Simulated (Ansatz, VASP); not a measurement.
# Pt in VASP and in Ansatz

```
CELL_PARAMETERS angstrom
2.98152 0.00000 0.00000
-1.49076 2.58207 0.00000
0.00000 0.00000 4.40876
ATOMIC_POSITIONS crystal
Pt 0.66667 0.33333 0.75000
Pt 0.33333 0.66667 0.25000
```

Change from the starting cell: strain +0.080 along x and y, -0.080 along z, atoms carried along.

Alike in both runs: task single point; functional r2SCAN; k mesh 18 × 18 × 10; occupations gaussian, width 0.15 eV; no spin polarisation.

```csv
,VASP,Ansatz
version,VASP 6.6.1,Ansatz 0.2.0
potentials or method,"VASP PAW PBE potentials, release 64 (Pt), cutoff 520 eV","scalar-relativistic, plane waves, PAW"
valence electrons in the cell,20,36
```

VASP gave:

* gap on the k mesh at the Fermi level (eV): none
* pressure (GPa): -17.1
* traceless stress, the component that is largest in VASP (GPa): 1.93

Q: Estimate Ansatz's values.

A: gap on the k mesh at the Fermi level (eV): none; pressure (GPa): -17.4; traceless stress, the component that is largest in VASP (GPa): 1.75.

VASP's potentials were made for PBE, not for r2SCAN. A gap of «none» marks a metal or a gap that the smearing closes. With one functional, cell and mesh, what is left measures potentials, basis and numerics. VASP's potentials hold 20 valence electrons a cell and Ansatz's 36, so a difference there can come from the potentials and not from the codes.

Spin-orbit coupling is off throughout.
